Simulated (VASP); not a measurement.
# CuAu (P4/mmm) in VASP: further runs

CuAu is run at these levels: PBEsol; tasks: single point.

Everything below comes from runs of VASP 6.6.1. Logs are shortened: lines on timing, memory, paths and dates and some standing lists are left out, and cuts for length are marked.

## Step 1: The cell of the first run

Symmetry: P4/mmm, No. 123, tetragonal system. The conventional cell has a = 2.811 Å, b = 2.811 Å, c = 3.538 Å, α = 90.00°, β = 90.00°, γ = 90.00°. Within 3.5 Å of Au (site symmetry 4/mmm) lie 8 Cu at 2.66 Å and 4 Au at 2.81 Å. Within 3.5 Å of Cu (site symmetry 4/mmm) lie 8 Au at 2.66 Å and 4 Cu at 2.81 Å.

## Step 2: Single point, PBEsol

INCAR

```
SYSTEM = CuAu
ALGO = Fast
EDIFF = 1E-6
ENCUT = 520
GGA = PS
ISIF = 2
ISMEAR = -1
LASPH = .TRUE.
LCHARG = .FALSE.
LREAL = .FALSE.
LWAVE = .FALSE.
NBANDS = 18
NELM = 60
PREC = Accurate
SIGMA = 0.05
```

KPOINTS

```
k-points
0
G
  8 8 6
  0 0 0
```

POSCAR

```
CuAu
1.0
    2.8107494552      0.0000000000      0.0000000000
    0.0000000000      2.8107494552      0.0000000000
    0.0000000000      0.0000000000      3.5376000000
Au Cu
1 1
Direct
    0.0000000000      0.0000000000      0.0000000000
    0.5000000000      0.5000000000      0.5000000000
```

Potentials or basis: VASP PAW PBE potentials, release 64 (Au, Cu).

Launch:

```sh
> cat potpaw_PBE.64/Au/POTCAR potpaw_PBE.64/Cu/POTCAR > POTCAR
> mpirun -np 1 vasp_std > vasp.out
```

OUTCAR:

```text
SYSTEM = CuAu
   EDIFF = 1E-6
   ENCUT = 520
   GGA = PS
   ISIF = 2
   ISMEAR = -1
   LASPH = .TRUE.
   LREAL = .FALSE.
   NELM = 60
   PREC = Accurate

 ion  position               nearest neighbor table
   1  0.000  0.000  0.000-   2 2.66   2 2.66   2 2.66   2 2.66   2 2.66   2 2.66   2 2.66   2 2.66

   2  0.500  0.500  0.500-   1 2.66   1 2.66   1 2.66   1 2.66   1 2.66   1 2.66   1 2.66   1 2.66

  LATTYP: Found a simple tetragonal cell.
 ALAT       =     2.8107494552
 C/A-ratio  =     1.2585967040

  Lattice vectors:

 A1 = (   2.8107494552,   0.0000000000,   0.0000000000)
 A2 = (   0.0000000000,   2.8107494552,   0.0000000000)
 A3 = (   0.0000000000,   0.0000000000,   3.5376000000)

Analysis of symmetry for initial positions (statically):
=====================================================================
 Subroutine PRICEL returns:
 Original cell was already a primitive cell.

 Routine SETGRP: Setting up the symmetry group for a
 simple tetragonal supercell.

 Subroutine GETGRP returns: Found 16 space group operations
 (whereof 16 operations were pure point group operations)
 out of a pool of 16 trial point group operations.

The static configuration has the point symmetry D_4h.

Analysis of symmetry for dynamics (positions and initial velocities):
=====================================================================
 Subroutine PRICEL returns:
 Original cell was already a primitive cell.

 Routine SETGRP: Setting up the symmetry group for a
 simple tetragonal supercell.

 Subroutine GETGRP returns: Found 16 space group operations
 (whereof 16 operations were pure point group operations)
 out of a pool of 16 trial point group operations.

The dynamic configuration has the point symmetry D_4h.

 Subroutine INISYM returns: Found 16 space group operations
 (whereof 16 operations are pure point group operations),
 and found     1 'primitive' translations

----------------------------------------------------------------------------------------

                                     Primitive cell

  volume of cell :      27.9481

  direct lattice vectors                    reciprocal lattice vectors
     2.810749455  0.000000000  0.000000000     0.355776997  0.000000000  0.000000000
     0.000000000  2.810749455  0.000000000     0.000000000  0.355776997  0.000000000
     0.000000000  0.000000000  3.537600000     0.000000000  0.000000000  0.282677521

  length of vectors
     2.810749455  2.810749455  3.537600000     0.355776997  0.355776997  0.282677521

  position of ions in fractional coordinates (direct lattice)
     0.000000000  0.000000000  0.000000000
     0.500000000  0.500000000  0.500000000

  ion indices of the primitive-cell ions
   primitive index   ion index
                 1           1
                 2           2

----------------------------------------------------------------------------------------

 KPOINTS: k-points

Automatic generation of k-mesh.
 Grid dimensions read from file:
 generate k-points for:    8    8    6

 Generating k-lattice:

  Cartesian coordinates                     Fractional coordinates (reciprocal lattice)
     0.044472125  0.000000000  0.000000000     0.125000000  0.000000000  0.000000000
     0.000000000  0.044472125  0.000000000     0.000000000  0.125000000  0.000000000
     0.000000000  0.000000000  0.047112920     0.000000000  0.000000000  0.166666667

  Length of vectors
     0.044472125  0.044472125  0.047112920

  Shift w.r.t. Gamma in fractional coordinates (k-lattice)
     0.000000000  0.000000000  0.000000000

 Subroutine IBZKPT returns following result:
 ===========================================

 Found     60 irreducible k-points:

 Following reciprocal coordinates:
            Coordinates               Weight
  0.000000  0.000000  0.000000      1.000000
  0.125000  0.000000  0.000000      4.000000
  0.250000  0.000000  0.000000      4.000000
  0.375000  0.000000  0.000000      4.000000
  0.500000  0.000000  0.000000      2.000000
  0.125000  0.125000  0.000000      4.000000
[... 16 lines left out ...]
  0.375000  0.125000  0.166667     16.000000
  0.500000  0.125000  0.166667      8.000000
 [... further k-points ...]
   k-points           NKPTS =     60   k-points in BZ     NKDIM =     60   number of bands    NBANDS=     18
   number of dos      NEDOS =    301   number of ions     NIONS =      2
   total plane-waves  NPLWV =  16128
   dimension x,y,z NGX =    24 NGY =   24 NGZ =   28
   dimension x,y,z NGXF=    48 NGYF=   48 NGZF=   56
   ions per type =               1   1
   NGX,Y,Z   is equivalent  to a cutoff of  14.20, 14.20, 13.16 a.u.
   NGXF,Y,Z  is equivalent  to a cutoff of  28.39, 28.39, 26.32 a.u.
 SYSTEM =  CuAu
   PREC   = accura    normal or accurate (medium, high low for compatibility)
   ISTART =      0    job   : 0-new  1-cont  2-samecut
   ICHARG =      2    charge: 1-file 2-atom 10-const
   ISPIN  =      1    spin polarized calculation?
   LNONCOLLINEAR =      F non collinear calculations
   LSORBIT =      F    spin-orbit coupling
   LASPH  =      T    aspherical Exc in radial PAW
   ENCUT  =  520.0 eV  38.22 Ry    6.18 a.u.   5.23  5.23  6.58*2*pi/ulx,y,z
   NELM   =     60;   NELMIN=  2; NELMDL= -5     # of ELM steps
   EDIFF  = 0.1E-05   stopping-criterion for ELM
   LREAL  =      F    real-space projection
   EDIFFG = 0.1E-04   stopping-criterion for IOM
   NSW    =      0    number of steps for IOM
   IBRION =     -1    ionic relax: 0-MD 1-quasi-New 2-CG
   NFREE  =      0    steps in history (QN), initial steepest desc. (CG)
   ISIF   =      2    stress and relaxation
   ISYM   =      2    0-nonsym 1-usesym 2-fastsym
   POTIM  = 0.5000    time-step for ionic-motion
   TEBEG  =    0.0;   TEEND  =   0.0 temperature during run
   PSTRESS=    0.0 pullay stress
   NELECT =      22.0000    total number of electrons
   NUPDOWN=      -1.0000    fix difference up-down
   EMIN   =  10.00;   EMAX   =-10.00  energy-range for DOS
   EFERMI =   0.00;   METHOD = LEGACY
   ISMEAR =    -1;   SIGMA  =   0.05  broadening in eV -4-tet -1-fermi 0-gaus
   EFERMI_NEDOS =   21; number of points for ismear=-14 and -15
   IALGO  =     68    algorithm
   IMIX   =      4    mixing-type and parameters
     AMIX     =   0.40;   BMIX     =  1.00
     AMIX_MAG =   1.60;   BMIX_MAG =  1.00
  volume/ion in A,a.u.               =      13.97        94.30
  Fermi-wavevector in a.u.,A,eV,Ry     =   1.511581  2.856474 31.087636  2.284877
  Thomas-Fermi vector in A             =   2.621619
   LORBIT       =      0    0 simple, 1 ext, 2 COOP (PROOUT), +10 PAW based schemes
   GGA     = PS    functional components
   LHFCALC =     F    Hartree Fock is set to
   AEXX    =    0.0000 exact exchange contribution
   IVDW    =     0    specifies the selected vdW correction
   LEPSILON=     F    determine dielectric tensor
   LRPA    =     F    only Hartree local field effects (RPA)
 non-spin polarized calculation
 RMM-DIIS sequential band-by-band and
  energy-cutoff  :      520.00
  volume of cell :       27.95
 maximum number of plane-waves:       769
 NGX is ok and might be reduce to    24
   NGX = 11   NGY = 11   NGZ = 13

 number of electron      22.0000002 magnetization

 Free energy of the ion-electron system (eV)
  ---------------------------------------------------
  ext. energy  EPLUGINS =         0.00000000
  ---------------------------------------------------
  free energy    TOTEN  =        -8.34425875 eV

  energy without entropy =       -8.33863927  energy(sigma->0) =       -8.34144901

 E-fermi :   9.0966     XC(G=0): -13.0758

 val. band max:        9.0316566027   @ k =   0.3750   0.1250   0.5000
 cond. band min:       9.1059126627   @ k =   0.5000   0.2500   0.0000
 fundamental gap:      0.0742560601
 Fermi energy:         9.0966138071

 k-point     1 :       0.0000    0.0000    0.0000
  band No.  band energies     occupation
      1      -1.0409      2.00000
      2       2.3259      2.00000
      3       2.4473      2.00000
      4       4.8975      2.00000
      5       4.8975      2.00000
      6       5.9371      2.00000
[... 10 lines left out ...]
     17      25.9201      0.00000
     18      26.7915      0.00000

 k-point     2 :       0.1250    0.0000    0.0000
  band No.  band energies     occupation
      1      -0.6800      2.00000
      2       2.4846      2.00000
      3       2.6731      2.00000
      4       4.7065      2.00000
      5       4.9882      2.00000
      6       5.7961      2.00000
[... 10 lines left out ...]
     17      26.9305      0.00000
     18      28.3901      0.00000

 k-point     3 :       0.2500    0.0000    0.0000
  band No.  band energies     occupation
      1       0.2977      2.00000
      2       2.8115      2.00000
      3       3.3663      2.00000
      4       4.2235      2.00000
      5       5.2393      2.00000
      6       5.4351      2.00000
[... 10 lines left out ...]
     17      25.9491      0.00000
     18      27.8448      0.00000

 k-point     4 :       0.3750    0.0000    0.0000
  band No.  band energies     occupation
      1       1.5166      2.00000
      2       3.2446      2.00000
      3       3.7418      2.00000
      4       4.1056      2.00000
      5       5.0629      2.00000
      6       5.5739      2.00000
[... 375 lines left out ...]
      4       4.1325      2.00000
      5       4.7630      2.00000
      6       5.1104      2.00000
[... 10 lines left out ...]
     17      26.6479      0.00000
     18      27.9575      0.00000

 k-point    23 :       0.3750    0.1250    0.1667
  band No.  band energies     occupation
      1       1.9985      2.00000
      2       3.1613      2.00000
      3       3.7374      2.00000
      4       4.1042      2.00000
      5       4.7697      2.00000
      6       5.2513      2.00000
[... 10 lines left out ...]
     17      25.4007      0.00000
     18      26.8474      0.00000

 k-point    24 :       0.5000    0.1250    0.1667
  band No.  band energies     occupation
      1       2.6597      2.00000
      2       2.8161      2.00000
      3       3.8500      2.00000
      4       3.9766      2.00000
      5       4.8205      2.00000
      6       5.6578      2.00000
[... 10 lines left out ...]
     17      23.8446      0.00000
     18      25.7248      0.00000

 [... further k-points ...]
[... 5 lines left out ...]
  --------------------------------------------------------------------------------------
  -------------------------------------------------------------------------------------
  Total        0.6554871      0.6554871      0.5468555      0.0000000     -0.0000000      0.0000000
  in kB       37.5769678     37.5769678     31.3494671      0.0000000     -0.0000000      0.0000000
  external PRESSURE =      35.5011343 kB  Pullay stress =       0.0000000 kB

 VOLUME and BASIS-vectors are now :
 -----------------------------------------------------------------------------
  energy-cutoff  :      520.00
  volume of cell :       27.95
      direct lattice vectors                 reciprocal lattice vectors
     2.810749455  0.000000000  0.000000000     0.355776997  0.000000000  0.000000000
     0.000000000  2.810749455  0.000000000     0.000000000  0.355776997  0.000000000
     0.000000000  0.000000000  3.537600000     0.000000000  0.000000000  0.282677521

 POSITION                                       TOTAL-FORCE (eV/Angst)
 -----------------------------------------------------------------------------------
      0.00000      0.00000      0.00000         0.000000      0.000000      0.000000
      1.40537      1.40537      1.76880         0.000000      0.000000      0.000000
 -----------------------------------------------------------------------------------
    total drift:                                0.000000      0.000000     -0.000000

  FREE ENERGIE OF THE ION-ELECTRON SYSTEM (eV)
  ---------------------------------------------------
  free  energy   TOTEN  =        -8.3442587456 eV

  energy  without entropy=       -8.3386392719  energy(sigma->0) =       -8.34144901
```

Wall time 58 s (1 thread of AMD EPYC 7R43 (Zen 3), shared host); peak memory 0.13 GiB.

What came out:

| Property | Result |
| --- | --- |
| Free energy | -8.3443 eV |
| Pressure | 3.6 GPa |
| Band gap on the k mesh | zero (band 11 reaches 14.46 eV, above the bottom of band 12 at 7.03 eV) |

Stress tensor (GPa, compression positive):
```
3.76 0.00 0.00
0.00 3.76 0.00
0.00 0.00 3.13
```

Levels at points of the mesh, in eV from the Fermi level:
| k point | band 9 | band 10 | band 11 | band 12 | band 13 | band 14 |
| --- | --- | --- | --- | --- | --- | --- |
| (0.00, 0.00, 0.00) | -1.67 | -1.43 | -1.43 | 2.68 | 9.22 | 9.68 |
| (0.50, 0.00, 0.00) | -2.51 | -2.28 | -0.96 | -0.22 | 10.13 | 10.21 |
| (0.50, 0.50, 0.00) | -1.29 | -1.29 | 0.34 | 0.34 | 5.07 | 7.00 |
| (0.00, 0.00, 0.50) | -2.44 | -2.44 | -2.31 | -2.07 | 14.26 | 14.67 |
| (0.50, 0.00, 0.50) | -1.52 | -1.46 | -1.18 | -1.17 | 2.87 | 4.82 |
| (0.50, 0.50, 0.50) | -1.70 | -1.68 | 5.36 | 5.64 | 5.64 | 6.22 |

Caveat: the PAW data sets were made with another functional, which shifts forces and pressure a little; spin-orbit coupling is left out, which moves the levels of the heavy elements.

## Step 3: Single point, PBEsol

This run uses another cell than the first one, of 14.27 Å³/atom, 1.021 times its volume.

INCAR

```
SYSTEM = CuAu
PREC = Accurate ; ENCUT = 520
EDIFF = 1E-6 ; ISMEAR = -1
SIGMA = 0.05 ; LREAL = .False.
LASPH = .True. ; NELM = 80
ALGO = Normal ; ISIF = 2
LWAVE = .False. ; LCHARG = .False.
GGA = PS ; NBANDS = 18
```

KPOINTS

```
Automatic mesh
0
Gamma
  8 8 6
  0 0 0
```

POSCAR, as its differences from that of step 2:

```diff
@@ -4,3 +4,3 @@
     0.0000000000      2.8107494552      0.0000000000
-    0.0000000000      0.0000000000      3.5376000000
+    0.0000000000      0.0000000000      3.6113000000
 Au Cu
```

Potentials or basis: VASP PAW PBE potentials, release 64 (Au, Cu).

Launch:

```sh
> cat potpaw_PBE.64/Au/POTCAR potpaw_PBE.64/Cu/POTCAR > POTCAR
> mpirun -np 1 vasp_std > vasp.out
```

It took 49 s on 1 thread of AMD EPYC 7R43 (Zen 3), shared host; peak memory 0.13 GiB.

Results (log left out):

* Free energy: -8.3481 eV
* Pressure: -0.2 GPa
* Band gap on the k mesh: zero (band 11 reaches 14.16 eV, above the bottom of band 12 at 6.80 eV)

Stress tensor (GPa, compression positive):
```
 0.30  0.00  0.00
 0.00  0.30  0.00
 0.00  0.00 -1.18
```

Levels at points of the mesh, in eV from the Fermi level:
| k point | band 7 | band 8 | band 9 | band 10 | band 11 | band 12 | band 13 | band 14 | band 15 | band 16 |
| --- | --- | --- | --- | --- | --- | --- | --- | --- | --- | --- |
| (0.00, 0.00, 0.00) | -2.83 | -2.13 | -1.69 | -1.46 | -1.46 | 2.33 | 8.58 | 9.81 | 9.81 | 16.72 |
| (0.50, 0.00, 0.00) | -3.08 | -3.03 | -2.47 | -2.25 | -0.93 | -0.19 | 9.73 | 9.80 | 11.69 | 11.81 |
| (0.50, 0.50, 0.00) | -1.68 | -1.67 | -1.34 | -1.34 | 0.46 | 0.46 | 5.07 | 6.90 | 10.27 | 11.81 |
| (0.00, 0.00, 0.50) | -3.27 | -2.77 | -2.40 | -2.40 | -2.35 | -2.03 | 14.28 | 14.59 | 14.59 | 15.25 |
| (0.50, 0.00, 0.50) | -1.88 | -1.76 | -1.57 | -1.52 | -1.15 | -1.15 | 2.74 | 4.57 | 15.79 | 16.09 |
| (0.50, 0.50, 0.50) | -3.14 | -2.17 | -1.68 | -1.66 | 5.33 | 5.53 | 5.53 | 6.15 | 6.84 | 7.17 |

Caveat: the PAW data sets were made with another functional, which shifts forces and pressure a little; spin-orbit coupling is left out, which moves the levels of the heavy elements.

(Continued in part 2 of 2.)
